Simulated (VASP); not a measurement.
# GaP (F-43m) in VASP: notebook

The runs below take GaP through single point, with r2SCAN.

Program: VASP 6.6.1. These are calculated values, not measurements. Logs are shortened: lines on timing, memory, paths and dates and some standing lists are left out, and cuts for length are marked.

**Measured values to compare with.**

“Stacking defects in GaP nanowires: Electronic structure and optical properties”, 2018, arxiv:1810.01194 quotes, for a bulk crystal of GaP at 10 K: band gap 2.34 eV (indirect).

How close the calculation comes is told below.

### Step 1. The cell of the first run

Symmetry: F-43m, No. 216, cubic system. The conventional cell has a = 5.499 Å, b = 5.499 Å, c = 5.499 Å, α = 90.00°, β = 90.00°, γ = 90.00°. Within 3.1 Å of Ga (site symmetry -43m) lie 4 P at 2.38 Å. P (site symmetry -43m) has 4 Ga at 2.38 Å within 3.1 Å.

### Step 2. Single point, r2SCAN

Input file POSCAR:

```
GaP
1.0
    0.0000000000      2.7492622505      2.7492622505
    2.7492622505      0.0000000000      2.7492622505
    2.7492622505      2.7492622505      0.0000000000
Ga P
1 1
Direct
    0.0000000000      0.0000000000      0.0000000000
    0.2500000000      0.2500000000      0.2500000000
```

Input file INCAR.step1:

```
SYSTEM = GaP
PREC     = Accurate       ! precision mode
ENCUT    = 520            ! plane-wave cutoff, eV
ISMEAR   = 0              ! smearing method
SIGMA    = 0.01           ! smearing width, eV
LREAL    = .FALSE.        ! projectors in reciprocal space
LASPH    = .TRUE.         ! aspherical terms in the spheres
NELM     = 60             ! most SCF steps
NBANDS   = 16             ! bands
GGA      = PE             ! functional
ALGO     = Normal         ! electronic algorithm
EDIFF    = 1E-4           ! SCF threshold, eV
LWAVE    = .TRUE.         ! write WAVECAR
LCHARG   = .FALSE.        ! write CHGCAR
```

Input file INCAR.step2:

```
SYSTEM = GaP
PREC     = Accurate       ! precision mode
ENCUT    = 520            ! plane-wave cutoff, eV
EDIFF    = 1E-6           ! SCF threshold, eV
ISMEAR   = 0              ! smearing method
SIGMA    = 0.01           ! smearing width, eV
LREAL    = .FALSE.        ! projectors in reciprocal space
LASPH    = .TRUE.         ! aspherical terms in the spheres
NELM     = 60             ! most SCF steps
ALGO     = Normal         ! electronic algorithm
ISIF     = 2              ! what is computed and relaxed
LWAVE    = .FALSE.        ! write WAVECAR
LCHARG   = .TRUE.         ! write CHGCAR
METAGGA  = R2SCAN         ! meta-GGA
LMIXTAU  = .TRUE.       
LELF     = .TRUE.         ! ELF
LVHAR    = .TRUE.       
NBANDS   = 16             ! bands
ISTART   = 1
```

Input file KPOINTS:

```
Automatic mesh
0
G
  6 6 6
  0 0 0
```

Potentials or basis: VASP PAW PBE potentials, release 64 (Ga_d, P).

On the command line:

```console
cat potpaw_PBE.64/Ga_d/POTCAR potpaw_PBE.64/P/POTCAR > POTCAR
cp INCAR.step1 INCAR
mpirun -np 1 vasp_std > vasp.out
cp INCAR.step2 INCAR
mpirun -np 1 vasp_std > vasp.out
```

OUTCAR:

```text
SYSTEM = GaP
   PREC = Accurate
   ENCUT = 520
   EDIFF = 1E-6
   ISMEAR = 0
   LREAL = .FALSE.
   LASPH = .TRUE.
   NELM = 60
   ISIF = 2
   METAGGA = R2SCAN
   ISTART = 1

 ion  position               nearest neighbor table
   1  0.000  0.000  0.000-   2 2.38   2 2.38   2 2.38   2 2.38
   2  0.250  0.250  0.250-   1 2.38   1 2.38   1 2.38   1 2.38

  LATTYP: Found a face centered cubic cell.
 ALAT       =     5.4985245010

  Lattice vectors:

 A1 = (   0.0000000000,   2.7492622505,   2.7492622505)
 A2 = (   2.7492622505,   0.0000000000,   2.7492622505)
 A3 = (   2.7492622505,   2.7492622505,   0.0000000000)

Analysis of symmetry for initial positions (statically):
=====================================================================
 Subroutine PRICEL returns:
 Original cell was already a primitive cell.

 Routine SETGRP: Setting up the symmetry group for a
 face centered cubic supercell.

 Subroutine GETGRP returns: Found 24 space group operations
 (whereof 24 operations were pure point group operations)
 out of a pool of 48 trial point group operations.

The static configuration has the point symmetry T_d .

Analysis of symmetry for dynamics (positions and initial velocities):
=====================================================================
 Subroutine PRICEL returns:
 Original cell was already a primitive cell.

 Routine SETGRP: Setting up the symmetry group for a
 face centered cubic supercell.

 Subroutine GETGRP returns: Found 24 space group operations
 (whereof 24 operations were pure point group operations)
 out of a pool of 48 trial point group operations.

The dynamic configuration has the point symmetry T_d .

 Subroutine INISYM returns: Found 24 space group operations
 (whereof 24 operations are pure point group operations),
 and found     1 'primitive' translations

----------------------------------------------------------------------------------------

                                     Primitive cell

  volume of cell :      41.5603

  direct lattice vectors                    reciprocal lattice vectors
     0.000000000  2.749262251  2.749262251    -0.181866972  0.181866972  0.181866972
     2.749262251  0.000000000  2.749262251     0.181866972 -0.181866972  0.181866972
     2.749262251  2.749262251  0.000000000     0.181866972  0.181866972 -0.181866972

  length of vectors
[... 72 lines left out ...]
   NELM   =     60;   NELMIN=  2; NELMDL=  0     # of ELM steps
   EDIFF  = 0.1E-05   stopping-criterion for ELM
   LREAL  =      F    real-space projection
   EDIFFG = 0.1E-04   stopping-criterion for IOM
   NSW    =      0    number of steps for IOM
   IBRION =     -1    ionic relax: 0-MD 1-quasi-New 2-CG
   NFREE  =      0    steps in history (QN), initial steepest desc. (CG)
   ISIF   =      2    stress and relaxation
   ISYM   =      2    0-nonsym 1-usesym 2-fastsym
   POTIM  = 0.5000    time-step for ionic-motion
   TEBEG  =    0.0;   TEEND  =   0.0 temperature during run
   PSTRESS=    0.0 pullay stress
   NELECT =      18.0000    total number of electrons
   NUPDOWN=      -1.0000    fix difference up-down
   EMIN   =  10.00;   EMAX   =-10.00  energy-range for DOS
   EFERMI =   0.00;   METHOD = LEGACY
   ISMEAR =     0;   SIGMA  =   0.01  broadening in eV -4-tet -1-fermi 0-gaus
   EFERMI_NEDOS =   21; number of points for ismear=-14 and -15
   IALGO  =     38    algorithm
   IMIX   =      4    mixing-type and parameters
     AMIX     =   0.40;   BMIX     =  1.00
     AMIX_MAG =   1.60;   BMIX_MAG =  1.00
  volume/ion in A,a.u.               =      20.78       140.23
  Fermi-wavevector in a.u.,A,eV,Ry     =   1.238624  2.340660 20.873915  1.534189
  Thomas-Fermi vector in A             =   2.373142
   LORBIT       =      0    0 simple, 1 ext, 2 COOP (PROOUT), +10 PAW based schemes
   METAGGA = R2SCAN    functional components
   LHFCALC =     F    Hartree Fock is set to
   AEXX    =    0.0000 exact exchange contribution
   IVDW    =     0    specifies the selected vdW correction
   LEPSILON=     F    determine dielectric tensor
   LRPA    =     F    only Hartree local field effects (RPA)
 non-spin polarized calculation
 Gauss-broadening in eV      SIGMA  =   0.01
  energy-cutoff  :      520.00
  volume of cell :       41.56
 maximum number of plane-waves:      1139
 NGX is ok and might be reduce to    30
   NGX = 15   NGY = 15   NGZ = 15

 number of electron      18.0000001 magnetization

 Free energy of the ion-electron system (eV)
  ---------------------------------------------------
  ext. energy  EPLUGINS =         0.00000000
  ---------------------------------------------------
  free energy    TOTEN  =       -21.44350338 eV

  energy without entropy =      -21.44350338  energy(sigma->0) =      -21.44350338

 E-fermi :   4.2950     XC(G=0): -10.4189

 val. band max:        4.2004246559   @ k =   0.0000   0.0000   0.0000
 cond. band min:       6.1517842404   @ k =   0.5000   0.0000   0.0000
 fundamental gap:      1.9513595845
 Fermi energy:         4.2950399330

 k-point     1 :       0.0000    0.0000    0.0000
  band No.  band energies     occupation
      1     -10.7542      2.00000
      2     -10.7542      2.00000
      3     -10.7542      2.00000
      4     -10.6488      2.00000
      5     -10.6488      2.00000
      6      -8.6202      2.00000
[... 281 lines left out ...]
      3     -10.6936      2.00000
      4     -10.6691      2.00000
      5     -10.6357      2.00000
      6      -5.5836      2.00000
[... 8 lines left out ...]
     15      16.6549      0.00000
     16      18.4072      0.00000

------------------------ aborting loop because EDIFF is reached ----------------------------------------

  FORCE on cell =-STRESS in cart. coord.  units (eV):
  Direction    XX          YY          ZZ          XY          YZ          ZX
  --------------------------------------------------------------------------------------
  -------------------------------------------------------------------------------------
  Total       -0.5718915     -0.5718915     -0.5718915     -0.0000000      0.0000000     -0.0000000
  in kB      -22.0468078    -22.0468078    -22.0468078     -0.0000000      0.0000000     -0.0000000
  external PRESSURE =     -22.0468078 kB  Pullay stress =       0.0000000 kB

 VOLUME and BASIS-vectors are now :
 -----------------------------------------------------------------------------
  energy-cutoff  :      520.00
  volume of cell :       41.56
      direct lattice vectors                 reciprocal lattice vectors
     0.000000000  2.749262251  2.749262251    -0.181866972  0.181866972  0.181866972
     2.749262251  0.000000000  2.749262251     0.181866972 -0.181866972  0.181866972
     2.749262251  2.749262251  0.000000000     0.181866972  0.181866972 -0.181866972

 POSITION                                       TOTAL-FORCE (eV/Angst)
 -----------------------------------------------------------------------------------
      0.00000      0.00000      0.00000         0.000000      0.000000      0.000000
      1.37463      1.37463      1.37463        -0.000000     -0.000000     -0.000000
 -----------------------------------------------------------------------------------
    total drift:                                0.000006      0.000006      0.000006

  FREE ENERGIE OF THE ION-ELECTRON SYSTEM (eV)
  ---------------------------------------------------
  free  energy   TOTEN  =       -21.4435033775 eV

  energy  without entropy=      -21.4435033775  energy(sigma->0) =      -21.44350338
```

OSZICAR.step1:

```text
N       E                     dE             d eps       ncg     rms          rms(c)
DAV:   1     0.833637825182E+02    0.83364E+02   -0.92311E+03   520   0.156E+03
DAV:   2    -0.301165924839E+01   -0.86375E+02   -0.82564E+02   600   0.318E+02
DAV:   3    -0.927082830155E+01   -0.62592E+01   -0.62389E+01   608   0.665E+01
DAV:   4    -0.937568801387E+01   -0.10486E+00   -0.10483E+00   688   0.924E+00
DAV:   5    -0.937757499086E+01   -0.18870E-02   -0.18870E-02   584   0.104E+00    0.413E+00
DAV:   6    -0.913646514482E+01    0.24111E+00   -0.37938E-01   808   0.102E+01    0.272E+00
DAV:   7    -0.911083930761E+01    0.25626E-01   -0.91344E-02   640   0.199E+00    0.109E+00
DAV:   8    -0.911124590107E+01   -0.40659E-03   -0.13317E-02   608   0.139E+00    0.181E-01
DAV:   9    -0.911166497092E+01   -0.41907E-03   -0.13277E-03   632   0.510E-01    0.825E-02
DAV:  10    -0.911174071965E+01   -0.75749E-04   -0.91063E-05   504   0.113E-01
   1 F= -.91117407E+01 E0= -.91117407E+01  d E =-.567989E-74
```

It took 37 s on 1 thread of AMD EPYC 7R13 (Zen 3), shared host; peak memory 0.14 GiB.

What came out:

| Quantity | Value |
| --- | --- |
| Free energy | -21.4435 eV |
| Pressure | -2.2 GPa |
| Band gap on the k mesh | 1.95 eV, indirect (least direct gap 2.11 eV) |

Caveat: the PAW data sets were made with another functional, which shifts forces and pressure a little.

### Step 3. Single point, r2SCAN

This run uses another cell than the first one, of 21.32 Å³/atom, 1.026 times its volume.

Input file POSCAR:

```
GaP
1.0
    0.0000000000      2.7728622224      2.7728622224
    2.7728622224      0.0000000000      2.7728622224
    2.7728622224      2.7728622224      0.0000000000
Ga P
1 1
Direct
    0.0000000000      0.0000000000      0.0000000000
    0.2500000000      0.2500000000      0.2500000000
```

Input file INCAR.step1:

```
ALGO = Normal
EDIFF = 1E-4
ENCUT = 520
GGA = PE
ISMEAR = 0
LASPH = True
LCHARG = False
LREAL = False
LWAVE = True
NBANDS = 16
NELM = 100
PREC = Accurate
SIGMA = 0.01
```

Input file INCAR.step2:

```
ALGO = Normal
EDIFF = 1E-6
ENCUT = 520
ISIF = 2
ISMEAR = 0
ISTART = 1
LASPH = True
LCHARG = False
LMIXTAU = True
LREAL = False
LWAVE = False
METAGGA = R2SCAN
NBANDS = 16
NELM = 100
PREC = Accurate
SIGMA = 0.01
```

Input file KPOINTS:

```
k-points
0
Gamma
  6 6 6
```

Potentials or basis: VASP PAW PBE potentials, release 64 (Ga_d, P).

On the command line:

```console
cat potpaw_PBE.64/Ga_d/POTCAR potpaw_PBE.64/P/POTCAR > POTCAR
cp INCAR.step1 INCAR
mpirun -np 1 vasp_std > vasp.out
cp INCAR.step2 INCAR
mpirun -np 1 vasp_std > vasp.out
```

Wall time 36 s (1 thread of AMD EPYC 7R13 (Zen 3), shared host); peak memory 0.14 GiB.

It converged, with:

- Free energy: -21.4223 eV
- Pressure: -4.1 GPa
- Band gap on the k mesh: 1.87 eV, indirect (least direct gap 1.89 eV)

Levels at points of the mesh, in eV from the valence-band top:
```
           k point  band 6  band 7  band 8  band 9  band 10  band 11  band 12  band 13
(0.00, 0.00, 0.00)  -12.63    0.00    0.00    0.00     1.89     4.20     4.20     4.20
(0.50, 0.00, 0.00)  -10.64   -6.55   -1.09   -1.09     1.87     5.06     5.06     8.70
(0.50, 0.50, 0.00)   -9.78   -6.71   -2.62   -2.62     2.01     2.14    10.94    10.94
```

Caveat: the PAW data sets were made with another functional, which shifts forces and pressure a little. r2SCAN opens gaps a little over a GGA but as a rule still falls short of measured ones.

### Step 4. Comparison with measurements

Step 2. Against the measured gap of GaP, 2.34 eV (indirect; 10 K; quoted in “Stacking defects in GaP nanowires: Electronic structure and optical properties”, 2018, arxiv:1810.01194), the calculated 1.95 eV is off by -0.39 eV. Spin-orbit coupling on Ga is left out. The value is that of r2SCAN on a finite k mesh, which can miss the band edges, without temperature or zero-point motion.
